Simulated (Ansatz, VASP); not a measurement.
One calculation of TiC, two programs

INCAR

```
SYSTEM = TiC
  ALGO = Normal
  EDIFF = 1E-8
  ENCUT = 520
  GGA = PS
  ISIF = 2
  ISMEAR = -1
  LASPH = .True.
  LCHARG = .False.
  LEFG = .True.
  LREAL = .False.
  LWAVE = .False.
  NBANDS = 15
  NELM = 100
  PREC = Accurate
  SIGMA = 0.03
```

KPOINTS

```
k-points
0
Gamma
  16 16 16
  0 0 0
```

POSCAR

```
TiC
1.0
    0.0000000000      2.1347531715      2.1347531715
    2.1347531715      0.0000000000      2.1347531715
    2.1347531715      2.1347531715      0.0000000000
Ti C
1 1
Direct
    0.0000000000      0.0000000000      0.0000000000
    0.5000000000      0.5000000000      0.5000000000
```

Input for Ansatz:

```yaml
crystal:
  lattice:
    - [0.0, 2.1347531715, 2.1347531715]
    - [2.1347531715, 0.0, 2.1347531715]
    - [2.1347531715, 2.1347531715, 0.0]
  atoms:
    - { symbol: Ti, position: [0.0, 0.0, 0.0] }
    - { symbol: C, position: [0.5, 0.5, 0.5] }
kpoints:
  mp_grid: { grid: [16, 16, 16] }
scf:
  occupations: { method: fermi_dirac, width: 0.03 }
hamiltonian:
  xc: pbesol
  pseudopotentials: { kind: all_electron, datasets: crystal }
output:
  forces: true
  stress: true
  eigenvalues: true
  efg: { contact_densities: true }
```

Change from the starting cell: volume scaled by 0.96, crystal datasets.

Alike in both runs: task electric field gradients; functional PBEsol; k mesh 16 × 16 × 16; occupations fermi-dirac, width 0.03 eV; no spin polarisation.

```csv
,VASP,Ansatz
version,VASP 6.6.1,Ansatz 0.2.0
potentials or method,"VASP PAW PBE potentials, release 64 (Ti_sv, C), cutoff 520 eV","all-electron PAW with datasets made for the crystal, scalar-relativistic"
```

```csv
,VASP,Ansatz,Ansatz less VASP
pressure (GPa),4.8,4.6,-0.27
```

VASP's potentials were made for PBE, not for PBEsol. Ansatz ran all-electron here, and VASP with PAW potentials.
